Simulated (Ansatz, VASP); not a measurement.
Mo in VASP and in Ansatz

```
Mo
1.0
     3.16073    0.00000    0.00000
     0.00000    3.16073    0.00000
     0.00000    0.00000    3.16073
Mo
2
Direct
  0.00000 0.00000 0.00000
  0.50000 0.50000 0.50000
```

Alike in both runs: task single point; functional PBE; k mesh 12 × 12 × 12; occupations fermi-dirac, width 0.08 eV; no spin polarisation.

|  | VASP | Ansatz |
| --- | --- | --- |
| version | VASP 6.6.1 | Ansatz 0.2.0 |
| potentials or method | VASP PAW PBE potentials, release 64 (Mo_sv), cutoff 520 eV | all-electron LAPW, scalar-relativistic |

Ansatz gave:

* pressure (GPa): 0.1

Q: Which values does VASP return?

A: Pressure (GPa): 0.6.

Ansatz ran all-electron here, and VASP with PAW potentials.
